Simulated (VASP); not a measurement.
# LiH (I-4m2) in VASP: a series of runs

LiH is run at these levels: PBE; tasks: single point.

Program: VASP 6.6.1. These are calculated values, not measurements. Logs are shortened: lines on timing, memory, paths and dates and some standing lists are left out, and cuts for length are marked.

## Step 1: The cell of the first run

It takes space group I-4m2 (No. 119, tetragonal). The conventional cell has a = 2.964 Å, b = 2.964 Å, c = 4.290 Å, α = 90.00°, β = 90.00°, γ = 90.00°. Within 2.4 Å of Li (site symmetry -4m2) lie 4 H at 1.83 Å. H (site symmetry -4m2) has 4 Li at 1.83 Å within 2.4 Å.

## Step 2: Single point, PBE (biaxial xy strain -2.3%)

INCAR

```
SYSTEM = LiH
PREC     = Accurate       ! precision mode
ENCUT    = 750            ! plane-wave cutoff, eV
EDIFF    = 1E-6           ! SCF threshold, eV
ISMEAR   = -1             ! smearing method
SIGMA    = 0.02           ! smearing width, eV
LREAL    = .FALSE.        ! projectors in reciprocal space
LASPH    = .TRUE.         ! aspherical terms in the spheres
NELM     = 120            ! most SCF steps
ALGO     = Normal         ! electronic algorithm
ISIF     = 2              ! what is computed and relaxed
LWAVE    = .FALSE.        ! write WAVECAR
LCHARG   = .FALSE.        ! write CHGCAR
GGA      = PE             ! functional
NBANDS   = 9              ! bands
GGA_COMPAT= .FALSE.
```

KPOINTS

```
regular mesh
0
G
  10 10 10
  0 0 0
```

POSCAR

```
LiH
1.0
    0.0000000000      2.0962132280      2.1451220099
    2.0962132280      0.0000000000      2.1451220099
    2.0962132280      2.0962132280      0.0000000000
Li H
1 1
Direct
    0.0000000000      0.0000000000      0.0000000000
    0.2500000000      0.2500000000      0.2500000000
```

Potentials or basis: VASP PAW PBE potentials, release 64 (Li_sv, H).

Started as:

```bash
$ cat potpaw_PBE.64/Li_sv/POTCAR potpaw_PBE.64/H/POTCAR > POTCAR
$ mpirun -np 1 vasp_std > vasp.out
```

OUTCAR:

```text
SYSTEM = LiH
   PREC = Accurate
   ENCUT = 750
   EDIFF = 1E-6
   ISMEAR = -1
   LREAL = .FALSE.
   LASPH = .TRUE.
   NELM = 120
   ISIF = 2
   GGA = PE

 ion  position               nearest neighbor table
   1  0.000  0.000  0.000-
   2  0.250  0.250  0.250-

  LATTYP: Found a body centered tetragonal cell.
 ALAT       =     2.9644931767
 C/A-ratio  =     1.4472099493

  Lattice vectors:

 A1 = (  -2.0962132280,   0.0000000000,   2.1451220099)
 A2 = (   2.0962132280,   0.0000000000,   2.1451220099)
 A3 = (   0.0000000000,   2.0962132280,  -2.1451220099)

Analysis of symmetry for initial positions (statically):
=====================================================================
 Subroutine PRICEL returns:
 Original cell was already a primitive cell.

 Routine SETGRP: Setting up the symmetry group for a
 body centered tetragonal supercell.

 Subroutine GETGRP returns: Found  8 space group operations
 (whereof  8 operations were pure point group operations)
 out of a pool of 16 trial point group operations.

The static configuration has the point symmetry D_2d.

Analysis of symmetry for dynamics (positions and initial velocities):
=====================================================================
 Subroutine PRICEL returns:
 Original cell was already a primitive cell.

 Routine SETGRP: Setting up the symmetry group for a
 body centered tetragonal supercell.

 Subroutine GETGRP returns: Found  8 space group operations
 (whereof  8 operations were pure point group operations)
 out of a pool of 16 trial point group operations.

The dynamic configuration has the point symmetry D_2d.

 Subroutine INISYM returns: Found  8 space group operations
 (whereof  8 operations are pure point group operations),
 and found     1 'primitive' translations

----------------------------------------------------------------------------------------

                                     Primitive cell

  volume of cell :      18.8518

  direct lattice vectors                    reciprocal lattice vectors
     0.000000000  2.096213228  2.145122010    -0.238525353  0.238525353  0.233086975
     2.096213228  0.000000000  2.145122010     0.238525353 -0.238525353  0.233086975
     2.096213228  2.096213228  0.000000000     0.238525353  0.238525353 -0.233086975

  length of vectors
     2.999276302  2.999276302  2.964493177     0.410022226  0.410022226  0.410022226

  position of ions in fractional coordinates (direct lattice)
     0.000000000  0.000000000  0.000000000
     0.250000000  0.250000000  0.250000000

  ion indices of the primitive-cell ions
   primitive index   ion index
                 1           1
                 2           2

----------------------------------------------------------------------------------------

 KPOINTS: regular mesh

Automatic generation of k-mesh.
 Grid dimensions read from file:
 generate k-points for:   10   10   10

 Generating k-lattice:

  Cartesian coordinates                     Fractional coordinates (reciprocal lattice)
    -0.023852535  0.023852535  0.023308697     0.100000000  0.000000000  0.000000000
     0.023852535 -0.023852535  0.023308697     0.000000000  0.100000000  0.000000000
     0.023852535  0.023852535 -0.023308697    -0.000000000 -0.000000000  0.100000000

  Length of vectors
     0.041002223  0.041002223  0.041002223

  Shift w.r.t. Gamma in fractional coordinates (k-lattice)
     0.000000000  0.000000000  0.000000000

 Subroutine IBZKPT returns following result:
 ===========================================

 Found    102 irreducible k-points:

 Following reciprocal coordinates:
            Coordinates               Weight
  0.000000  0.000000  0.000000      1.000000
  0.100000 -0.000000  0.000000      8.000000
  0.200000 -0.000000  0.000000      8.000000
  0.300000 -0.000000  0.000000      8.000000
  0.400000 -0.000000  0.000000      8.000000
  0.500000 -0.000000  0.000000      4.000000
[... 16 lines left out ...]
  0.300000  0.300000  0.000000      2.000000
  0.400000  0.300000  0.000000      8.000000
 [... further k-points ...]
   k-points           NKPTS =    102   k-points in BZ     NKDIM =    102   number of bands    NBANDS=      9
   number of dos      NEDOS =    301   number of ions     NIONS =      2
   total plane-waves  NPLWV =  21952
   dimension x,y,z NGX =    28 NGY =   28 NGZ =   28
   dimension x,y,z NGXF=    56 NGYF=   56 NGZF=   56
   ions per type =               1   1
   NGX,Y,Z   is equivalent  to a cutoff of  15.52, 15.52, 15.70 a.u.
   NGXF,Y,Z  is equivalent  to a cutoff of  31.04, 31.04, 31.40 a.u.
 SYSTEM =  LiH
   PREC   = accura    normal or accurate (medium, high low for compatibility)
   ISTART =      0    job   : 0-new  1-cont  2-samecut
   ICHARG =      2    charge: 1-file 2-atom 10-const
   ISPIN  =      1    spin polarized calculation?
   LNONCOLLINEAR =      F non collinear calculations
   LSORBIT =      F    spin-orbit coupling
   LASPH  =      T    aspherical Exc in radial PAW
   ENCUT  =  750.0 eV  55.12 Ry    7.42 a.u.   6.70  6.70  6.62*2*pi/ulx,y,z
   NELM   =    120;   NELMIN=  2; NELMDL= -5     # of ELM steps
   EDIFF  = 0.1E-05   stopping-criterion for ELM
   LREAL  =      F    real-space projection
   EDIFFG = 0.1E-04   stopping-criterion for IOM
   NSW    =      0    number of steps for IOM
   IBRION =     -1    ionic relax: 0-MD 1-quasi-New 2-CG
   NFREE  =      0    steps in history (QN), initial steepest desc. (CG)
   ISIF   =      2    stress and relaxation
   ISYM   =      2    0-nonsym 1-usesym 2-fastsym
   POTIM  = 0.5000    time-step for ionic-motion
   TEBEG  =    0.0;   TEEND  =   0.0 temperature during run
   PSTRESS=    0.0 pullay stress
   NELECT =       4.0000    total number of electrons
   NUPDOWN=      -1.0000    fix difference up-down
   EMIN   =  10.00;   EMAX   =-10.00  energy-range for DOS
   EFERMI =   0.00;   METHOD = LEGACY
   ISMEAR =    -1;   SIGMA  =   0.02  broadening in eV -4-tet -1-fermi 0-gaus
   EFERMI_NEDOS =   21; number of points for ismear=-14 and -15
   IALGO  =     38    algorithm
   IMIX   =      4    mixing-type and parameters
     AMIX     =   0.40;   BMIX     =  1.00
     AMIX_MAG =   1.60;   BMIX_MAG =  1.00
  volume/ion in A,a.u.               =       9.43        63.61
  Fermi-wavevector in a.u.,A,eV,Ry     =   0.976436  1.845197 12.972170  0.953428
  Thomas-Fermi vector in A             =   2.107055
   LORBIT       =      0    0 simple, 1 ext, 2 COOP (PROOUT), +10 PAW based schemes
   GGA     = PE    functional components
   LHFCALC =     F    Hartree Fock is set to
   AEXX    =    0.0000 exact exchange contribution
   IVDW    =     0    specifies the selected vdW correction
   LEPSILON=     F    determine dielectric tensor
   LRPA    =     F    only Hartree local field effects (RPA)
 non-spin polarized calculation
  energy-cutoff  :      750.00
  volume of cell :       18.85
 maximum number of plane-waves:       909
   NGX = 13   NGY = 13   NGZ = 13

 number of electron       4.0000002 magnetization

 Free energy of the ion-electron system (eV)
  ---------------------------------------------------
  ext. energy  EPLUGINS =         0.00000000
  ---------------------------------------------------
  free energy    TOTEN  =        -6.02704279 eV

  energy without entropy =       -6.02704279  energy(sigma->0) =       -6.02704279

 E-fermi :  -1.1077     XC(G=0):  -7.8354

 val. band max:       -1.5021452416   @ k =  -0.3000   0.2000   0.5000
 cond. band min:       2.7553498635   @ k =   0.5000  -0.0000   0.0000
 fundamental gap:      4.2574951051
 Fermi energy:        -1.1077137475

 k-point     1 :       0.0000    0.0000    0.0000
  band No.  band energies     occupation
      1     -44.7669      2.00000
      2      -5.3334      2.00000
      3      11.9826      0.00000
      4      16.2061      0.00000
      5      16.2375      0.00000
      6      16.2376      0.00000
      7      18.8279      0.00000
      8      18.8382      0.00000
      9      18.8382      0.00000

 k-point     2 :       0.1000   -0.0000    0.0000
  band No.  band energies     occupation
      1     -44.7643      2.00000
      2      -5.1726      2.00000
      3      10.9881      0.00000
      4      14.9416      0.00000
      5      15.6018      0.00000
      6      15.6936      0.00000
      7      19.6735      0.00000
      8      19.6771      0.00000
      9      21.5262      0.00000

 k-point     3 :       0.2000   -0.0000    0.0000
  band No.  band energies     occupation
      1     -44.7575      2.00000
      2      -4.6989      2.00000
      3       8.4168      0.00000
      4      14.6058      0.00000
      5      14.7865      0.00000
      6      14.9308      0.00000
      7      20.1465      0.00000
      8      20.5571      0.00000
      9      22.2919      0.00000

 k-point     4 :       0.3000   -0.0000    0.0000
  band No.  band energies     occupation
      1     -44.7490      2.00000
      2      -3.9520      2.00000
      3       5.7405      0.00000
      4      14.0916      0.00000
      5      14.4285      0.00000
      6      14.9005      0.00000
      7      19.0374      0.00000
      8      19.6181      0.00000
      9      21.5783      0.00000

 k-point     5 :       0.4000   -0.0000    0.0000
  band No.  band energies     occupation
      1     -44.7422      2.00000
      2      -3.0900      2.00000
      3       3.6406      0.00000
      4      13.7715      0.00000
      5      14.2023      0.00000
      6      15.0405      0.00000
      7      18.0594      0.00000
      8      18.5719      0.00000
      9      21.6074      0.00000

 k-point     6 :       0.5000   -0.0000    0.0000
  band No.  band energies     occupation
      1     -44.7396      2.00000
      2      -2.6267      2.00000
      3       2.7553      0.00000
      4      13.6778      0.00000
      5      14.1505      0.00000
      6      15.0698      0.00000
      7      17.6965      0.00000
      8      18.1742      0.00000
      9      21.8019      0.00000
[... 169 lines left out ...]
 k-point    21 :      -0.3000    0.2000    0.0000
  band No.  band energies     occupation
      1     -44.7396      2.00000
      2      -2.8479      2.00000
      3       4.1996      0.00000
      4       9.4795      0.00000
      5      13.5124      0.00000
      6      15.4347      0.00000
      7      19.5964      0.00000
      8      21.2178      0.00000
      9      24.5734      0.00000

 k-point    22 :      -0.2000    0.2000    0.0000
  band No.  band energies     occupation
      1     -44.7460      2.00000
      2      -3.6695      2.00000
      3       5.8324      0.00000
      4      10.2959      0.00000
      5      14.8340      0.00000
      6      15.6677      0.00000
      7      19.3018      0.00000
      8      20.9175      0.00000
      9      22.1376      0.00000

 k-point    23 :       0.3000    0.3000    0.0000
  band No.  band energies     occupation
      1     -44.7442      2.00000
      2      -3.5912      2.00000
      3       7.7505      0.00000
      4      10.9304      0.00000
      5      10.9304      0.00000
      6      11.8253      0.00000
      7      17.1596      0.00000
      8      26.6459      0.00000
      9      27.4654      0.00000

 k-point    24 :       0.4000    0.3000    0.0000
  band No.  band energies     occupation
      1     -44.7389      2.00000
      2      -2.9686      2.00000
      3       6.3911      0.00000
      4       9.3597      0.00000
      5      10.5443      0.00000
      6      12.2367      0.00000
      7      17.5918      0.00000
      8      26.4405      0.00000
      9      27.3006      0.00000

 [... further k-points ...]
[... 5 lines left out ...]
  --------------------------------------------------------------------------------------
  -------------------------------------------------------------------------------------
  Total        0.1485666      0.1485666      0.1063481      0.0000000      0.0000000      0.0000000
  in kB       12.6263776     12.6263776      9.0383133      0.0000000      0.0000000      0.0000000
  external PRESSURE =      11.4303561 kB  Pullay stress =       0.0000000 kB

 VOLUME and BASIS-vectors are now :
 -----------------------------------------------------------------------------
  energy-cutoff  :      750.00
  volume of cell :       18.85
      direct lattice vectors                 reciprocal lattice vectors
     0.000000000  2.096213228  2.145122010    -0.238525353  0.238525353  0.233086975
     2.096213228  0.000000000  2.145122010     0.238525353 -0.238525353  0.233086975
     2.096213228  2.096213228  0.000000000     0.238525353  0.238525353 -0.233086975

 POSITION                                       TOTAL-FORCE (eV/Angst)
 -----------------------------------------------------------------------------------
      0.00000      0.00000      0.00000        -0.000000     -0.000000      0.000000
      1.04811      1.04811      1.07256         0.000000      0.000000      0.000000
 -----------------------------------------------------------------------------------
    total drift:                               -0.000000     -0.000000     -0.000000

  FREE ENERGIE OF THE ION-ELECTRON SYSTEM (eV)
  ---------------------------------------------------
  free  energy   TOTEN  =        -6.0270427925 eV

  energy  without entropy=       -6.0270427925  energy(sigma->0) =       -6.02704279
```

It took 16 s on 1 thread of Intel Xeon 6975P-C (Granite Rapids), shared host; peak memory 0.16 GiB.

What came out:

| Item | Value |
| --- | --- |
| Free energy | -6.0270 eV |
| Pressure | 1.1 GPa |
| Band gap on the k mesh | 4.26 eV (least direct gap 5.36 eV) |

Levels at points of the mesh, in eV from the valence-band top:
```tsv
k point	band 1	band 2	band 3	band 4	band 5	band 6
(0.00, 0.00, 0.00)	-43.26	-3.83	13.48	17.71	17.74	17.74
(0.50, 0.00, 0.00)	-43.24	-1.12	4.26	15.18	15.65	16.57
(0.50, 0.50, 0.00)	-43.23	-0.53	7.13	10.33	11.19	11.19
(0.50, 0.00, 0.50)	-43.23	-0.31	7.41	10.09	10.82	10.88
```

Caveat: the cell differs from its parent crystal (biaxial xy strain -2.3%); the structure was generated, so it needn't be the stable form of LiH. A k mesh can miss the band edges.

## Step 3: Single point, PBE (uniaxial x strain +1.2%)

INCAR

```
SYSTEM = LiH
  ALGO = Normal
  EDIFF = 1E-6
  ENCUT = 750
  GGA = PE
  GGA_COMPAT = .False.
  ISIF = 2
  ISMEAR = -1
  LASPH = .True.
  LCHARG = .False.
  LREAL = .False.
  LWAVE = .False.
  NBANDS = 9
  NELM = 120
  PREC = Accurate
  SIGMA = 0.02
```

KPOINTS

```
k-points
0
Gamma
  10 10 10
  0 0 0
```

POSCAR

```
LiH
1.0
    0.0000000000      2.1451220099      2.1451220099
    2.1712924984      0.0000000000      2.1451220099
    2.1712924984      2.1451220099      0.0000000000
Li H
1 1
Direct
    0.0000000000      0.0000000000      0.0000000000
    0.2500000000      0.2500000000      0.2500000000
```

Potentials or basis: VASP PAW PBE potentials, release 64 (Li_sv, H).

Started as:

```bash
$ cat potpaw_PBE.64/Li_sv/POTCAR potpaw_PBE.64/H/POTCAR > POTCAR
$ mpirun -np 1 vasp_std > vasp.out
```

Wall time 11 s (1 thread of Intel Xeon 6975P-C (Granite Rapids), shared host); peak memory 0.17 GiB.

It converged, with:

```yaml
Free_energy: -6.0301 eV
Pressure: -0.5 GPa
Band_gap_on_the_k_mesh: 4.19 eV (least direct gap 5.24 eV)
```

Stress tensor (GPa, compression positive):
```
-0.63  0.00  0.00
 0.00 -0.44  0.00
 0.00  0.00 -0.44
```

Levels at points of the mesh, in eV from the valence-band top:
| k point | band 1 | band 2 | band 3 | band 4 | band 5 |
| --- | --- | --- | --- | --- | --- |
| (0.00, 0.00, 0.00) | -43.37 | -3.67 | 12.96 | 17.14 | 17.16 |
| (0.50, 0.00, 0.00) | -43.35 | -1.04 | 4.19 | 14.84 | 15.06 |
| (0.50, 0.50, 0.00) | -43.34 | -0.30 | 7.20 | 9.87 | 10.60 |
| (0.00, 0.50, 0.50) | -43.34 | -0.41 | 7.05 | 9.98 | 10.79 |

Caveat: the cell differs from its parent crystal (uniaxial x strain +1.2%); the structure was generated, so it needn't be the stable form of LiH.
